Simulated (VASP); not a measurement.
Here is a VASP 6.6.1 calculation.

Contents of INCAR:

```
SYSTEM = Ir
ALGO = Normal
EDIFF = 1E-6
ENCUT = 520
GGA = PE
ISIF = 2
ISMEAR = 0
LASPH = .True.
LCHARG = .True.
LELF = .True.
LREAL = .False.
LVHAR = .True.
LWAVE = .False.
NBANDS = 10
NELM = 100
PREC = Accurate
SIGMA = 0.15
```

KPOINTS

```
k-points
0
Gamma
  22 22 22
  0 0 0
```

POSCAR

```
Ir
1.0
    0.0000000000      2.0198590112      1.9184620889
    2.0198590112      0.0000000000      1.9184620889
    2.0198590112      2.0198590112      0.0000000000
Ir
1
Direct
    0.0000000000      0.0000000000      0.0000000000
```

Potentials or basis: VASP PAW PBE potentials, release 64 (Ir).

Run with:

```console
$ cat potpaw_PBE.64/Ir/POTCAR > POTCAR
$ mpirun -np 1 vasp_std > vasp.out
```

Task: Estimate the pressure.

Result: -21.0 GPa.

Task: What does it give for the band gap on the k mesh?

Result: Zero (an odd number of electrons rules out a gap without spin polarisation).

Stress tensor (GPa, compression positive):
```
-25.67   0.00   0.00
  0.00 -25.67   0.00
  0.00   0.00 -11.80
```

Caveat: the cell stands under tension; spin-orbit coupling is left out, which moves the levels of the heavy elements.
